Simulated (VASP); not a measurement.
Set up this calculation in VASP 6.6.1, as the native input.

| Item | Value |
| --- | --- |
| Task | single point |
| Functional | PBE |
| Potentials or basis | VASP PAW PBE potentials, release 64 (Ge_d) |
| Cutoff | 520 eV |
| k mesh | 8 × 8 × 8 |
| Occupations | fermi-dirac, width 0.05 eV |
| Spin | no spin polarisation |
| Dipole correction | no |
| Further INCAR settings | ALGO = Normal; EDIFF = 1e-06; NBANDS = 21 |

The structure of Ge lies in POSCAR:

```
Ge
1.0
    0.0000000000      2.8808010877      2.8808010877
    2.8808010877      0.0000000000      2.8808010877
    2.8808010877      2.8808010877      0.0000000000
Ge
2
Direct
    0.7500000000      0.7500000000      0.7500000000
    0.5000000000      0.5000000000      0.5000000000
```

These files were run (other wordings do the same):

INCAR

```
SYSTEM = Ge
  PREC = Accurate
  ENCUT = 520
  EDIFF = 1E-6
  ISMEAR = -1
  SIGMA = 0.05
  LREAL = .False.
  LASPH = .True.
  NELM = 80
  ALGO = Normal
  ISIF = 2
  LWAVE = .False.
  LCHARG = .True.
  GGA = PE
  LELF = .True.
  LVHAR = .True.
  NBANDS = 21
```

KPOINTS

```
regular mesh
0
Gamma
  8 8 8
  0 0 0
```

Potentials or basis: VASP PAW PBE potentials, release 64 (Ge_d).

Command:

```bash
$ cat potpaw_PBE.64/Ge_d/POTCAR > POTCAR
$ mpirun -np 1 vasp_std > vasp.out
```

It gave:

The pressure is -0.1 GPa and the band gap on the k mesh is zero (filled and empty bands touch).

Caveat: semilocal functionals underestimate gaps, and a narrow one can read as zero.

It took 46 s on 1 thread of Intel Xeon 8259CL, on a shared host, peak memory 0.17 GiB.
